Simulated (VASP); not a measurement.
Ba2CuHgO4, 8 atoms in the cell. The structure is tetragonal, space group P4/mmm (No. 123). Conventional cell: a = 3.934 Å, b = 3.934 Å, c = 9.828 Å, α = 90.00°, β = 90.00°, γ = 90.00°. Ba (site symmetry 4mm) has 8 O at 2.75 to 2.95 Å and 4 Cu at 3.38 Å within 3.6 Å. Cu (site symmetry 4/mmm) has 4 O at 1.97 Å within 2.6 Å. Within 2.7 Å of Hg (site symmetry 4/mmm) lie 2 O at 2.01 Å. O (site symmetry 4mm) has 1 Hg at 2.01 Å within 2.7 Å. Within 2.6 Å of O (site symmetry mmm) lie 2 Cu at 1.97 Å. 

| Item | Value |
| --- | --- |
| Program | VASP 6.6.1 |
| Task | single point |
| Functional | PBEsol |
| Dispersion | D3(BJ) |
| Potentials or basis | VASP PAW PBE potentials, release 64 (Ba_sv, Cu, Hg, O) |
| Cutoff | 600 eV |
| k mesh | 4 × 4 × 2 |
| Occupations | gaussian, width 0.05 eV |
| Spin | no spin polarisation |
| Dipole correction | no |
| Further INCAR settings | ALGO = Normal; EDIFF = 1e-06; NBANDS = 44 |

Potentials or basis: VASP PAW PBE potentials, release 64 (Ba_sv, Cu, Hg, O).

Run with:

```sh
$ cat potpaw_PBE.64/Ba_sv/POTCAR potpaw_PBE.64/Cu/POTCAR potpaw_PBE.64/Hg/POTCAR potpaw_PBE.64/O/POTCAR > POTCAR
$ mpirun -np 1 vasp_std > vasp.out
```

Hardware: 1 thread of Intel Xeon 8259CL, on a shared host.

Question: How long does it take, and how much memory?

Answer: Run time: 3.3 min on 1 thread of Intel Xeon 8259CL, on a shared host, peak memory 0.35 GiB. Counts: scf iterations 17, k points 12.
